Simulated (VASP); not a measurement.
Write the native input for VASP 6.6.1 that does the following.

```yaml
Task: single point
Functional: PBE
Potentials_or_basis: VASP PAW PBE potentials, release 64 (Ag)
Cutoff: 520 eV
k_mesh: 6 × 6 × 1
Occupations: gaussian, width 0.1 eV
Spin: no spin polarisation
Dipole_correction: yes
Further_INCAR_settings: ALGO = Normal; EDIFF = 1e-07; NBANDS = 24
```

The structure of Ag lies in POSCAR:

```
Ag
1.0
    5.4724203189     -0.0000002736      0.0000000000
   -2.7362099225      4.7392551531      0.0000000000
    0.0000000000      0.0000000000     23.8000000000
Ag
3
Direct
    0.5000000000      0.0000000000      0.2941176471
    0.0000000000      0.5000000000      0.2941176471
    0.5000000000      0.5000000000      0.2941176471
```

The cell was built from a structure type or drawn by symmetry, and may not be a known phase.

One way to write it, as run:

INCAR

```
PREC = Accurate
ENCUT = 520
EDIFF = 1E-7
ISMEAR = 0
SIGMA = 0.1
LREAL = False
LASPH = True
NELM = 60
ALGO = Normal
ISIF = 2
LWAVE = False
LCHARG = False
LDIPOL = True
IDIPOL = 3
DIPOL = 0.5 0.5 0.294
GGA = PE
NBANDS = 24
```

KPOINTS

```
Automatic mesh
0
Gamma
  6 6 1
```

Potentials or basis: VASP PAW PBE potentials, release 64 (Ag).

Launch:

```sh
$ cat potpaw_PBE.64/Ag/POTCAR > POTCAR
$ mpirun -np 1 vasp_std > vasp.out
```

Results of the run:

```json
{
  "Band gap on the k mesh": "zero (an odd number of electrons rules out a gap without spin polarisation)"
}
```

Wall time 2.9 min on 1 thread of AMD EPYC 9R45 (Zen 5) (shared host), peak memory 0.61 GiB.
